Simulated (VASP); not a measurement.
PtSe2, 3 atoms in the cell. Symmetry: Cmm2, No. 35, orthorhombic system. Conventional cell: a = 5.348 Å, b = 7.590 Å, c = 3.950 Å, α = 90.00°, β = 90.00°, γ = 90.00°. Within 3.3 Å of Pt (site symmetry mm2) lie 4 Se at 2.46 Å. Se (site symmetry 2) has 2 Pt at 2.46 Å and 2 Se at 2.67 Å within 3.3 Å. 

| Item | Value |
| --- | --- |
| Program | VASP 6.6.1 |
| Task | relaxation of cell and atoms |
| Functional | PBE |
| Potentials or basis | VASP PAW PBE potentials, release 64 (Pt, Se) |
| Cutoff | 600 eV |
| k mesh | 10 × 10 × 12 |
| Occupations | gaussian, width 0.1 eV |
| Spin | no spin polarisation |
| Dipole correction | no |
| Further INCAR settings | ALGO = Normal; EDIFF = 1e-06; IBRION = 2; EDIFFG = -0.01; NSW = 100; ISIF = 3 |

Potentials or basis: VASP PAW PBE potentials, release 64 (Pt, Se).

The run is started by

```sh
$ cat potpaw_PBE.64/Pt/POTCAR potpaw_PBE.64/Se/POTCAR > POTCAR
$ mpirun -np 1 vasp_std > vasp.out
```

Hardware: 1 thread of Intel(R) Xeon(R) Platinum 8259CL CPU @ 2.50GHz (Skylake/Cascade Lake) (shared host).

Estimate the wall time of this run.

It took 7.9 min on 1 thread of Intel(R) Xeon(R) Platinum 8259CL CPU @ 2.50GHz (Skylake/Cascade Lake) (shared host), peak memory 0.49 GiB. Counts: scf iterations 28, k points 217, ion steps 4.
